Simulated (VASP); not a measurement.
Set up this calculation in VASP 6.6.1, as the native input.

| Quantity | Value |
| --- | --- |
| Task | single point |
| Functional | r2SCAN |
| Potentials or basis | VASP PAW PBE potentials, release 64 (Sn_d, O) |
| Cutoff | 520 eV |
| k mesh | 6 × 6 × 8 |
| Occupations | gaussian, width 0.05 eV |
| Spin | no spin polarisation |
| Dipole correction | no |
| Further INCAR settings | ALGO = Normal; EDIFF = 1e-06; NBANDS = 35 |

The system is SnO2.

```
Sn O
1.0
     4.73735    0.00000    0.00000
     0.00000    4.73735    0.00000
     0.00000    0.00000    3.18640
Sn O
2 4
Direct
  0.02799 0.02799 0.00000
  0.50000 0.50000 0.50000
  0.30562 0.30562 0.00000
  0.19438 0.80562 0.50000
  0.69438 0.69438 0.00000
  0.80562 0.19438 0.50000
```

This cell differs from its parent crystal: atom 1 (Sn) moved +0.188 Å towards its neighbour atom 3 (O) at 2.048 Å.

These files were run (other wordings do the same):

POSCAR

```
SnO2
1.0
    4.7373500000      0.0000000000      0.0000000000
    0.0000000000      4.7373500000      0.0000000000
    0.0000000000      0.0000000000      3.1864000000
Sn O
2 4
Direct
    0.0279866426      0.0279866426      0.0000000000
    0.5000000000      0.5000000000      0.5000000000
    0.3056200000      0.3056200000      0.0000000000
    0.1943800000      0.8056200000      0.5000000000
    0.6943800000      0.6943800000      0.0000000000
    0.8056200000      0.1943800000      0.5000000000
```

INCAR.step1

```
SYSTEM = SnO2
PREC = Accurate ; ENCUT = 520
ISMEAR = 0 ; SIGMA = 0.05
LREAL = .False. ; LASPH = .True.
NELM = 100 ; NBANDS = 35
GGA = PE ; ALGO = Normal
EDIFF = 1E-4 ; LWAVE = .True.
LCHARG = .False.
```

INCAR.step2

```
SYSTEM = SnO2
PREC = Accurate ; ENCUT = 520
EDIFF = 1E-6 ; ISMEAR = 0
SIGMA = 0.05 ; LREAL = .False.
LASPH = .True. ; NELM = 100
ALGO = Normal ; ISIF = 2
LWAVE = .False. ; LCHARG = .False.
METAGGA = R2SCAN ; LMIXTAU = .True.
NBANDS = 35 ; ISTART = 1
```

KPOINTS

```
Automatic mesh
0
Gamma
  6 6 8
  0 0 0
```

Potentials or basis: VASP PAW PBE potentials, release 64 (Sn_d, O).

Run with:

```sh
$ cat potpaw_PBE.64/Sn_d/POTCAR potpaw_PBE.64/O/POTCAR > POTCAR
$ cp INCAR.step1 INCAR
$ mpirun -np 1 vasp_std > vasp.out
$ cp INCAR.step2 INCAR
$ mpirun -np 1 vasp_std > vasp.out
```

Results of the run:

```yaml
Pressure: 7.2 GPa
Largest_force: 5.646 eV/Å
Band_gap_on_the_k_mesh: 1.72 eV
```

Caveat: the cell differs from its parent crystal (atom 1 (Sn) moved +0.188 Å towards its neighbour atom 3 (O) at 2.048 Å); the cell stands under pressure; the PAW data sets were made with another functional, which shifts forces and pressure a little; spin-orbit coupling is left out, which moves the levels of the heavy elements.

Run time: 2.8 min on 1 thread of Intel(R) Xeon(R) 6975P-C (Granite Rapids) (shared host), peak memory 0.26 GiB.
